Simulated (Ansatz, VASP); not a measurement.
**CaTeI3: VASP beside Ansatz**

```
Ca Te I
1.0
     5.86861    0.00000    0.00000
    -2.93431    5.08237    0.00000
     0.00000    0.00000    9.32275
Ca Te I
1 1 3
Direct
  0.00000 0.00000 0.14389
  0.00000 0.00000 0.80071
  0.00000 0.00000 0.51281
  0.33333 0.66667 0.15224
  0.66667 0.33333 0.15224
```

Alike in both runs: functional PBE; k mesh 6 × 6 × 4; occupations gaussian, width 0.1 eV; no spin polarisation.

Ansatz relaxed the structure, and its values are those at the end. VASP's run is a single point on that final structure, the one shown.

|  | VASP | Ansatz |
| --- | --- | --- |
| version | VASP 6.6.1 | Ansatz 0.2.0 |
| potentials or method | VASP PAW PBE potentials, release 64 (Ca_sv, Te, I), cutoff 520 eV | scalar-relativistic, plane waves, PAW |
| valence electrons in the cell | 37 | 77 |

```tsv
	VASP	Ansatz	Ansatz less VASP
gap on the k mesh at the Fermi level (eV)	none	none	-
pressure (GPa)	0.0	0.0	-0.01
```

A gap of «none» marks a metal or a gap that the smearing closes. VASP's potentials hold 37 valence electrons a cell and Ansatz's 77, so a difference there can come from the potentials and not from the codes.

Neither program's run includes spin-orbit coupling.
